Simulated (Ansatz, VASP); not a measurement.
## GeC2N4: VASP beside Ansatz

File POSCAR:

```
GeC2N4
1.0
    7.2920455160      0.0000000000      0.0235634114
    0.0000000000      2.6562092628      0.0000000000
   -3.6259291467      0.0000000000      5.7025215226
Ge C N
2 4 8
Direct
    0.5798447526      0.5000000000      0.7989416848
    0.8476674662      0.0000000000      0.2635289982
    0.7888775445      0.0000000000      0.6061235227
    0.2211743411      0.5000000000      0.3991772898
    0.1724374203      0.5000000000      0.7588408409
    0.4008761703      0.0000000000      0.1927292715
    0.2873747529      0.5000000000      0.6398045999
    0.6484917715      0.0000000000      0.3516491105
    0.7712613377      0.5000000000      0.7099556639
    0.6206961676      0.0000000000      0.9769464951
    0.0212850675      0.0000000000      0.6595960780
    1.0023236633      0.5000000000      0.2443780817
    0.3309390319      0.0000000000      0.3662189788
    0.3067505127      0.5000000000      0.0321093843
```

The input INCAR.step1:

```
SYSTEM = GeC2N4
PREC = Accurate
ENCUT = 520
ISMEAR = 0
SIGMA = 0.01
LREAL = .False.
LASPH = .True.
NELM = 60
NBANDS = 55
GGA = PE
ALGO = Normal
EDIFF = 1E-4
LWAVE = .True.
LCHARG = .False.
```

The input INCAR.step2:

```
SYSTEM = GeC2N4
PREC = Accurate
ENCUT = 520
EDIFF = 1E-7
ISMEAR = 0
SIGMA = 0.01
LREAL = .False.
LASPH = .True.
NELM = 60
ALGO = Normal
ISIF = 2
LWAVE = .False.
LCHARG = .True.
METAGGA = R2SCAN
LMIXTAU = .True.
LELF = .True.
LVHAR = .True.
NBANDS = 55
ISTART = 1
```

Contents of KPOINTS:

```
regular mesh
0
Gamma
  4 10 4
  0 0 0
```

Input for Ansatz:

```yaml
crystal:
  lattice:
    - [7.292045516, 0.0, 0.0235634114]
    - [0.0, 2.6562092628, 0.0]
    - [-3.6259291467, 0.0, 5.7025215226]
  atoms:
    - { symbol: Ge, position: [0.5798447526, 0.5, 0.7989416848] }
    - { symbol: Ge, position: [0.8476674662, 0.0, 0.2635289982] }
    - { symbol: C, position: [0.7888775445, 0.0, 0.6061235227] }
    - { symbol: C, position: [0.2211743411, 0.5, 0.3991772898] }
    - { symbol: C, position: [0.1724374203, 0.5, 0.7588408409] }
    - { symbol: C, position: [0.4008761703, 0.0, 0.1927292715] }
    - { symbol: "N", position: [0.2873747529, 0.5, 0.6398045999] }
    - { symbol: "N", position: [0.6484917715, 0.0, 0.3516491105] }
    - { symbol: "N", position: [0.7712613377, 0.5, 0.7099556639] }
    - { symbol: "N", position: [0.6206961676, 0.0, 0.9769464951] }
    - { symbol: "N", position: [0.0212850675, 0.0, 0.659596078] }
    - { symbol: "N", position: [1.0023236633, 0.5, 0.2443780817] }
    - { symbol: "N", position: [0.3309390319, 0.0, 0.3662189788] }
    - { symbol: "N", position: [0.3067505127, 0.5, 0.0321093843] }
kpoints:
  mp_grid: { grid: [4, 10, 4] }
  band_path:
    path:
      - [0.0, 0.0, 0.0]
      - [0.0, 0.5, 0.0]
      - [0.5, 0.5, 0.0]
      - [0.5, 0.0, 0.0]
      - [0.0, 0.0, 0.5]
      - [0.0, 0.5, 0.5]
      - [-0.5, 0.5, 0.5]
      - [-0.5, 0.0, 0.5]
      - [-0.002604, 0.0, 0.002604]
    npoints: 1
hamiltonian:
  xc: r2scan
scf:
  occupations: { method: fixed }
  n_extra_bands: 7
output:
  forces: true
  stress: true
  eigenvalues: true
  write_density: true
  write_potential: true
  elf: true
  volumetric_format: npy
```

Alike in both runs: task single point; functional r2SCAN; k mesh 4 × 10 × 4; no spin polarisation.

|  | VASP | Ansatz |
| --- | --- | --- |
| version | VASP 6.6.1 | Ansatz 0.2.0 |
| potentials or method | VASP PAW PBE potentials, release 64 (Ge_d, C, N) | plane waves, PAW |
| plane-wave cutoff (eV) | 520 | 500 |
| occupations | gaussian, width 0.01 eV | fixed |
| valence electrons in the cell | 84 | 84 |

|  | VASP | Ansatz | Ansatz less VASP |
| --- | --- | --- | --- |
| gap on the k mesh at the Fermi level (eV) | 2.24 | 2.25 | +0.011 |
| pressure (GPa) | 0.8 | 0.0 | -0.78 |
| traceless stress, the component that is largest in VASP (GPa) | 0.31 | 0.00 | -0.302 |
| rms of the force components (eV/Å) | 0.026 | 0.000 | -0.0256 |

VASP's potentials were made for PBE, not for r2SCAN. Atom by atom the forces differ by 0.026 eV/Å (rms over components).
